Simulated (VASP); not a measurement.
The system is Ba.

```
CELL_PARAMETERS angstrom
-2.44113 2.44113 2.44113
2.44113 -2.44113 2.44113
2.44113 2.44113 -2.44113
ATOMIC_POSITIONS crystal
Ba 0.00000 0.00000 0.00000
```

Base run:

* Program: VASP 6.6.1
* Functional: r2SCAN
* Potentials or basis: VASP PAW PBE potentials, release 64 (Ba_sv)
* Cutoff: 520 eV
* k mesh: 8 × 8 × 8
* Occupations: fermi-dirac, width 0.05 eV
* Spin: no spin polarisation

Its results: band gap on the k mesh zero (band 5 reaches 2.66 eV, above the bottom of band 6 at 1.24 eV); pressure 1.2 GPa.

Problem. The run is repeated on the same cell with these changes: functional from r2SCAN to PBEsol. What comes out?

Solution. Band gap on the k mesh zero (band 5 reaches 2.40 eV, above the bottom of band 6 at 1.15 eV); pressure 0.0 GPa.

Caveats: the PAW data sets were made with another functional, which shifts forces and pressure a little; spin-orbit coupling is left out, which moves the levels of the heavy elements.
